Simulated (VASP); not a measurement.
Input of a VASP 6.6.1 run:

INCAR

```
PREC = Accurate
ENCUT = 520
EDIFF = 1E-6
ISMEAR = 0
SIGMA = 0.1
LREAL = False
LASPH = True
NELM = 80
ALGO = Normal
ISIF = 2
LWAVE = False
LCHARG = False
NBANDS = 20
```

The input KPOINTS:

```
regular mesh
0
Gamma
  18 18 10
```

File POSCAR:

```
B3Rh
1.0
    2.9076799734      0.0000000000      0.0000000000
   -1.4538399867      2.5181247230      0.0000000000
    0.0000000000      0.0000000000      4.5973938000
B Rh
3 1
Direct
    0.6666666667      0.3333333333      0.0000000000
    0.3333333333      0.6666666667      0.8272070000
    0.3333333333      0.6666666667      0.1727930000
    0.6666666667      0.3333333333      0.5000000000
```

Potentials or basis: VASP PAW LDA potentials, release 64 (B, Rh_pv).

Run with:

```bash
$ cat potpaw_LDA.64/B/POTCAR potpaw_LDA.64/Rh_pv/POTCAR > POTCAR
$ mpirun -np 1 vasp_std > vasp.out
```

Task: Predict the largest force.

Result: 0.032 eV/Å.

Task: What does it give for the band gap on the k mesh?

Result: Zero (band 12 reaches 10.25 eV, above the bottom of band 13 at 8.56 eV).

Task: Predict the pressure.

Result: -11.2 GPa.

Forces in eV/Å, atoms in the order of the input:
```
B    0.000  0.000  0.000
B    0.000  0.000 -0.032
B    0.000  0.000  0.032
Rh   0.000  0.000  0.000
```
